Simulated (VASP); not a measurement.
# CdS (Imm2) in VASP: further runs

CdS is run at these levels: PBE; tasks: single point.

All numbers are computed with VASP 6.6.1; they aren't measurements. Logs are shortened: lines on timing, memory, paths and dates and some standing lists are left out, and cuts for length are marked.

## Step 1: The cell of the first run

It takes space group Imm2 (No. 44, orthorhombic). The conventional cell has a = 4.115 Å, b = 4.115 Å, c = 5.820 Å, α = 90.00°, β = 90.00°, γ = 90.00°. Within 3.3 Å of Cd (site symmetry mm2) lie 4 S at 2.46 to 2.58 Å. S (site symmetry mm2) has 4 Cd at 2.46 to 2.58 Å within 3.3 Å.

## Step 2: Single point, PBE (all Cd atoms moved -0.100 Å, as atom 1 along Cartesian [0 1 0])

The input, INCAR:

```
PREC = Accurate
ENCUT = 520
EDIFF = 1E-6
ISMEAR = 0
SIGMA = 0.05
LREAL = F
LASPH = T
NELM = 60
ALGO = Normal
ISIF = 2
LWAVE = F
LCHARG = F
GGA = PE
NBANDS = 16
```

The input, KPOINTS:

```
Automatic mesh
0
Gamma
  8 8 8
```

The input, POSCAR:

```
CdS
1.0
    0.0000000000      2.9100000000      2.9100000000
    2.9100000000      0.0000000000      2.9100000000
    2.9100000000      2.9100000000      0.0000000000
Cd S
1 1
Direct
   -0.0171821306      0.0171821306     -0.0171821306
    0.7500000000      0.7500000000      0.7500000000
```

Potentials or basis: VASP PAW PBE potentials, release 64 (Cd, S).

Launch:

```
> cat potpaw_PBE.64/Cd/POTCAR potpaw_PBE.64/S/POTCAR > POTCAR
> mpirun -np 1 vasp_std > vasp.out
```

OUTCAR:

```text
PREC = Accurate
   ENCUT = 520
   EDIFF = 1E-6
   ISMEAR = 0
   LREAL = F
   LASPH = T
   NELM = 60
   ISIF = 2
   GGA = PE

 ion  position               nearest neighbor table
   1  0.983  0.017  0.983-   2 2.46   2 2.46   2 2.58   2 2.58
   2  0.750  0.750  0.750-   1 2.46   1 2.46   1 2.58   1 2.58

  LATTYP: Found a face centered cubic cell.
 ALAT       =     5.8200000000

  Lattice vectors:

 A1 = (   0.0000000000,   2.9100000000,   2.9100000000)
 A2 = (   2.9100000000,   0.0000000000,   2.9100000000)
 A3 = (   2.9100000000,   2.9100000000,   0.0000000000)

Analysis of symmetry for initial positions (statically):
=====================================================================
 Subroutine PRICEL returns:
 Original cell was already a primitive cell.

 Routine SETGRP: Setting up the symmetry group for a
 face centered cubic supercell.

 Subroutine GETGRP returns: Found  4 space group operations
 (whereof  4 operations were pure point group operations)
 out of a pool of 48 trial point group operations.

The static configuration has the point symmetry C_2v.

Analysis of symmetry for dynamics (positions and initial velocities):
=====================================================================
 Subroutine PRICEL returns:
 Original cell was already a primitive cell.

 Routine SETGRP: Setting up the symmetry group for a
 face centered cubic supercell.

 Subroutine GETGRP returns: Found  4 space group operations
 (whereof  4 operations were pure point group operations)
 out of a pool of 48 trial point group operations.

The dynamic configuration has the point symmetry C_2v.

 Subroutine INISYM returns: Found  4 space group operations
 (whereof  4 operations are pure point group operations),
 and found     1 'primitive' translations

----------------------------------------------------------------------------------------

                                     Primitive cell

  volume of cell :      49.2843

  direct lattice vectors                    reciprocal lattice vectors
     0.000000000  2.910000000  2.910000000    -0.171821306  0.171821306  0.171821306
     2.910000000  0.000000000  2.910000000     0.171821306 -0.171821306  0.171821306
     2.910000000  2.910000000  0.000000000     0.171821306  0.171821306 -0.171821306

  length of vectors
     4.115361467  4.115361467  4.115361467     0.297603232  0.297603232  0.297603232

  position of ions in fractional coordinates (direct lattice)
     0.982817869  0.017182131  0.982817869
     0.750000000  0.750000000  0.750000000

  ion indices of the primitive-cell ions
   primitive index   ion index
                 1           1
                 2           2

----------------------------------------------------------------------------------------

 KPOINTS: Automatic mesh

Automatic generation of k-mesh.
 Grid dimensions read from file:
 generate k-points for:    8    8    8

 Generating k-lattice:

  Cartesian coordinates                     Fractional coordinates (reciprocal lattice)
    -0.021477663  0.021477663  0.021477663     0.125000000  0.000000000  0.000000000
     0.021477663 -0.021477663  0.021477663     0.000000000  0.125000000  0.000000000
     0.021477663  0.021477663 -0.021477663     0.000000000  0.000000000  0.125000000

  Length of vectors
     0.037200404  0.037200404  0.037200404

  Shift w.r.t. Gamma in fractional coordinates (k-lattice)
     0.000000000  0.000000000  0.000000000

 Subroutine IBZKPT returns following result:
 ===========================================

 Found     95 irreducible k-points:

 Following reciprocal coordinates:
            Coordinates               Weight
  0.000000  0.000000  0.000000      1.000000
  0.125000  0.000000  0.000000      4.000000
  0.000000  0.125000  0.000000      4.000000
  0.250000  0.000000  0.000000      4.000000
  0.000000  0.250000  0.000000      4.000000
  0.375000  0.000000  0.000000      4.000000
[... 16 lines left out ...]
  0.500000  0.375000  0.500000      4.000000
 -0.375000  0.125000  0.000000      8.000000
 [... further k-points ...]
   k-points           NKPTS =     95   k-points in BZ     NKDIM =     95   number of bands    NBANDS=     16
   number of dos      NEDOS =    301   number of ions     NIONS =      2
   total plane-waves  NPLWV =  32768
   dimension x,y,z NGX =    32 NGY =   32 NGZ =   32
   dimension x,y,z NGXF=    64 NGYF=   64 NGZF=   64
   ions per type =               1   1
   NGX,Y,Z   is equivalent  to a cutoff of  12.93, 12.93, 12.93 a.u.
   NGXF,Y,Z  is equivalent  to a cutoff of  25.85, 25.85, 25.85 a.u.
 SYSTEM =  unknown system
   PREC   = accura    normal or accurate (medium, high low for compatibility)
   ISTART =      0    job   : 0-new  1-cont  2-samecut
   ICHARG =      2    charge: 1-file 2-atom 10-const
   ISPIN  =      1    spin polarized calculation?
   LNONCOLLINEAR =      F non collinear calculations
   LSORBIT =      F    spin-orbit coupling
   LASPH  =      T    aspherical Exc in radial PAW
   ENCUT  =  520.0 eV  38.22 Ry    6.18 a.u.   7.65  7.65  7.65*2*pi/ulx,y,z
   NELM   =     60;   NELMIN=  2; NELMDL= -5     # of ELM steps
   EDIFF  = 0.1E-05   stopping-criterion for ELM
   LREAL  =      F    real-space projection
   EDIFFG = 0.1E-04   stopping-criterion for IOM
   NSW    =      0    number of steps for IOM
   IBRION =     -1    ionic relax: 0-MD 1-quasi-New 2-CG
   NFREE  =      0    steps in history (QN), initial steepest desc. (CG)
   ISIF   =      2    stress and relaxation
   ISYM   =      2    0-nonsym 1-usesym 2-fastsym
   POTIM  = 0.5000    time-step for ionic-motion
   TEBEG  =    0.0;   TEEND  =   0.0 temperature during run
   PSTRESS=    0.0 pullay stress
   NELECT =      18.0000    total number of electrons
   NUPDOWN=      -1.0000    fix difference up-down
   EMIN   =  10.00;   EMAX   =-10.00  energy-range for DOS
   EFERMI =   0.00;   METHOD = LEGACY
   ISMEAR =     0;   SIGMA  =   0.05  broadening in eV -4-tet -1-fermi 0-gaus
   EFERMI_NEDOS =   21; number of points for ismear=-14 and -15
   IALGO  =     38    algorithm
   IMIX   =      4    mixing-type and parameters
     AMIX     =   0.40;   BMIX     =  1.00
     AMIX_MAG =   1.60;   BMIX_MAG =  1.00
  volume/ion in A,a.u.               =      24.64       166.29
  Fermi-wavevector in a.u.,A,eV,Ry     =   1.170207  2.211371 18.631605  1.369384
  Thomas-Fermi vector in A             =   2.306669
   LORBIT       =      0    0 simple, 1 ext, 2 COOP (PROOUT), +10 PAW based schemes
   GGA     = PE    functional components
   LHFCALC =     F    Hartree Fock is set to
   AEXX    =    0.0000 exact exchange contribution
   IVDW    =     0    specifies the selected vdW correction
   LEPSILON=     F    determine dielectric tensor
   LRPA    =     F    only Hartree local field effects (RPA)
 non-spin polarized calculation
 Gauss-broadening in eV      SIGMA  =   0.05
  energy-cutoff  :      520.00
  volume of cell :       49.28
 maximum number of plane-waves:      1363
   NGX = 15   NGY = 15   NGZ = 15

 number of electron      18.0000003 magnetization

 Free energy of the ion-electron system (eV)
  ---------------------------------------------------
  ext. energy  EPLUGINS =         0.00000000
  ---------------------------------------------------
  free energy    TOTEN  =        -6.08736028 eV

  energy without entropy =       -6.08736028  energy(sigma->0) =       -6.08736028

 E-fermi :   1.6434     XC(G=0):  -9.1809

 val. band max:        1.3869607933   @ k =   0.0000   0.0000   0.0000
 cond. band min:       2.5477617745   @ k =   0.0000   0.0000   0.0000
 fundamental gap:      1.1608009812
 Fermi energy:         1.6434396444

 k-point     1 :       0.0000    0.0000    0.0000
  band No.  band energies     occupation
      1     -11.0533      2.00000
      2      -6.4654      2.00000
      3      -6.3891      2.00000
      4      -6.3216      2.00000
      5      -5.9052      2.00000
      6      -5.9011      2.00000
[... 8 lines left out ...]
     15      12.8383      0.00000
     16      12.8657      0.00000

 k-point     2 :       0.1250    0.0000    0.0000
  band No.  band energies     occupation
      1     -10.9922      2.00000
      2      -6.4423      2.00000
      3      -6.3665      2.00000
      4      -6.2743      2.00000
      5      -5.9058      2.00000
      6      -5.8999      2.00000
[... 8 lines left out ...]
     15      12.2793      0.00000
     16      13.4098      0.00000

 k-point     3 :       0.0000    0.1250    0.0000
  band No.  band energies     occupation
      1     -10.9881      2.00000
      2      -6.4280      2.00000
      3      -6.3434      2.00000
      4      -6.2995      2.00000
      5      -5.9068      2.00000
      6      -5.9042      2.00000
[... 8 lines left out ...]
     15      12.2454      0.00000
     16      13.3962      0.00000

 k-point     4 :       0.2500    0.0000    0.0000
  band No.  band energies     occupation
      1     -10.8439      2.00000
      2      -6.3910      2.00000
      3      -6.3254      2.00000
      4      -6.0920      2.00000
      5      -5.9007      2.00000
      6      -5.8879      2.00000
[... 8 lines left out ...]
     15      12.0792      0.00000
     16      12.7120      0.00000

 k-point     5 :       0.0000    0.2500    0.0000
  band No.  band energies     occupation
      1     -10.8298      2.00000
      2      -6.3393      2.00000
      3      -6.2539      2.00000
      4      -6.1698      2.00000
      5      -5.9040      2.00000
      6      -5.9007      2.00000
[... 8 lines left out ...]
     15      12.0436      0.00000
     16      12.7393      0.00000

 k-point     6 :       0.3750    0.0000    0.0000
  band No.  band energies     occupation
      1     -10.6956      2.00000
      2      -6.3480      2.00000
      3      -6.2999      2.00000
      4      -5.8835      2.00000
      5      -5.8685      2.00000
      6      -5.7428      2.00000
[... 8 lines left out ...]
     15      12.8177      0.00000
     16      12.9989      0.00000
[... 267 lines left out ...]
 k-point    21 :       0.0000    0.5000    0.1250
  band No.  band energies     occupation
      1     -10.5890      2.00000
      2      -6.2293      2.00000
      3      -6.2010      2.00000
      4      -5.9055      2.00000
      5      -5.8698      2.00000
      6      -5.5216      2.00000
[... 8 lines left out ...]
     15      13.8711      0.00000
     16      13.9413      0.00000

 k-point    22 :       0.1250    0.0000    0.5000
  band No.  band energies     occupation
      1     -10.6146      2.00000
      2      -6.3012      2.00000
      3      -6.2744      2.00000
      4      -5.8892      2.00000
      5      -5.8677      2.00000
      6      -5.4907      2.00000
[... 8 lines left out ...]
     15      13.8241      0.00000
     16      13.9743      0.00000

 k-point    23 :       0.5000    0.3750    0.5000
  band No.  band energies     occupation
      1     -10.5904      2.00000
      2      -6.2478      2.00000
      3      -6.1792      2.00000
      4      -5.9280      2.00000
      5      -5.8568      2.00000
      6      -5.5160      2.00000
[... 8 lines left out ...]
     15      13.6624      0.00000
     16      14.1222      0.00000

 k-point    24 :      -0.3750    0.1250    0.0000
  band No.  band energies     occupation
      1     -10.6323      2.00000
      2      -6.3153      2.00000
      3      -6.2616      2.00000
      4      -5.8982      2.00000
      5      -5.8738      2.00000
      6      -5.5709      2.00000
[... 8 lines left out ...]
     15      13.1443      0.00000
     16      14.1254      0.00000

 [... further k-points ...]
[... 5 lines left out ...]
  --------------------------------------------------------------------------------------
  -------------------------------------------------------------------------------------
  Total        1.2414559      1.1355462      1.2414559      0.0000000      0.0000000      0.7525174
  in kB       40.3583058     36.9153014     40.3583058      0.0000000      0.0000000     24.4634754
  external PRESSURE =      39.2106376 kB  Pullay stress =       0.0000000 kB

 VOLUME and BASIS-vectors are now :
 -----------------------------------------------------------------------------
  energy-cutoff  :      520.00
  volume of cell :       49.28
      direct lattice vectors                 reciprocal lattice vectors
     0.000000000  2.910000000  2.910000000    -0.171821306  0.171821306  0.171821306
     2.910000000  0.000000000  2.910000000     0.171821306 -0.171821306  0.171821306
     2.910000000  2.910000000  0.000000000     0.171821306  0.171821306 -0.171821306

 POSITION                                       TOTAL-FORCE (eV/Angst)
 -----------------------------------------------------------------------------------
      2.91000      5.72000      2.91000         0.000000      0.533483      0.000000
      4.36500      4.36500      4.36500         0.000000     -0.533483      0.000000
 -----------------------------------------------------------------------------------
    total drift:                                0.000000      0.000316      0.000000

  FREE ENERGIE OF THE ION-ELECTRON SYSTEM (eV)
  ---------------------------------------------------
  free  energy   TOTEN  =        -6.0873602760 eV

  energy  without entropy=       -6.0873602760  energy(sigma->0) =       -6.08736028
```

It took 42 s on 1 thread of AMD EPYC 9R45 (Zen 5), shared host; peak memory 0.19 GiB.

Results:

```yaml
Free_energy: -6.0874 eV
Pressure: 3.9 GPa
Largest_force: 0.533 eV/Å
Band_gap_on_the_k_mesh: 1.16 eV, direct
```

Forces in eV/Å, atoms in the order of the input:
```
Cd   0.000  0.533  0.000
S    0.000 -0.533  0.000
```

Levels at points of the mesh, in eV from the valence-band top:
```csv
k point,band 6,band 7,band 8,band 9,band 10,band 11,band 12,band 13
"(0.00, 0.00, 0.00)",-7.29,-0.06,-0.01,0.00,1.16,6.52,6.53,6.59
"(0.50, 0.00, 0.00)",-6.89,-4.33,-0.84,-0.63,2.93,6.74,7.15,7.43
"(0.00, 0.50, 0.00)",-6.92,-4.57,-0.92,-0.71,3.10,6.85,7.27,7.53
"(0.50, 0.50, 0.00)",-6.84,-4.01,-1.92,-1.90,3.51,4.34,9.24,10.81
"(0.50, 0.00, 0.50)",-6.84,-3.98,-1.93,-1.90,3.49,4.38,9.24,10.67
```

Caveat: the cell differs from its parent crystal (all Cd atoms moved -0.100 Å, as atom 1 along Cartesian [0 1 0]).

## Step 3: Single point, PBE (all Cd atoms moved +0.050 Å, as atom 1 along Cartesian [0 1 0])

The input, INCAR:

```
PREC     = Accurate       # precision mode
ENCUT    = 520            # plane-wave cutoff, eV
EDIFF    = 1E-6           # SCF threshold, eV
ISMEAR   = 0              # smearing method
SIGMA    = 0.05           # smearing width, eV
LREAL    = F              # projectors in reciprocal space
LASPH    = T              # aspherical terms in the spheres
NELM     = 100            # most SCF steps
ALGO     = Normal         # electronic algorithm
ISIF     = 2              # what is computed and relaxed
LWAVE    = F              # write WAVECAR
LCHARG   = F              # write CHGCAR
GGA      = PE             # functional
NBANDS   = 16             # bands
```

KPOINTS is that of step 2.

POSCAR, as its differences from that of step 2:

```diff
@@ -8,3 +8,3 @@
 Direct
-   -0.0171821306      0.0171821306     -0.0171821306
+    0.0085910653     -0.0085910653      0.0085910653
     0.7500000000      0.7500000000      0.7500000000
```

Potentials or basis: VASP PAW PBE potentials, release 64 (Cd, S).

Launch:

```
> cat potpaw_PBE.64/Cd/POTCAR potpaw_PBE.64/S/POTCAR > POTCAR
> mpirun -np 1 vasp_std > vasp.out
```

Wall time 42 s (1 thread of AMD EPYC 9R45 (Zen 5), shared host); peak memory 0.19 GiB.

Results (log left out):

| Property | Result |
| --- | --- |
| Free energy | -6.1074 eV |
| Pressure | 3.7 GPa |
| Largest force | 0.268 eV/Å |
| Band gap on the k mesh | 1.16 eV, direct |

Forces on the atoms (eV/Å):
```
Cd   0.000 -0.268  0.000
S    0.000  0.268  0.000
```

Stress tensor (GPa, compression positive):
```
 3.76  0.00 -1.22
 0.00  3.67  0.00
-1.22  0.00  3.76
```

Levels at points of the mesh, in eV from the valence-band top:
| k point | band 6 | band 7 | band 8 | band 9 | band 10 | band 11 | band 12 | band 13 |
| --- | --- | --- | --- | --- | --- | --- | --- | --- |
| (0.00, 0.00, 0.00) | -7.28 | -0.03 | -0.01 | 0.00 | 1.16 | 6.52 | 6.53 | 6.56 |
| (0.50, 0.00, 0.00) | -6.90 | -4.51 | -0.84 | -0.74 | 3.06 | 6.93 | 7.14 | 7.51 |
| (0.00, 0.50, 0.00) | -6.88 | -4.39 | -0.80 | -0.70 | 2.98 | 6.87 | 7.08 | 7.46 |
| (0.50, 0.50, 0.00) | -6.83 | -4.00 | -1.91 | -1.91 | 3.53 | 4.35 | 9.25 | 10.81 |
| (0.50, 0.00, 0.50) | -6.83 | -3.99 | -1.92 | -1.91 | 3.52 | 4.36 | 9.25 | 10.74 |

Caveat: the cell differs from its parent crystal (all Cd atoms moved +0.050 Å, as atom 1 along Cartesian [0 1 0]).

[end of part 1 of 2]
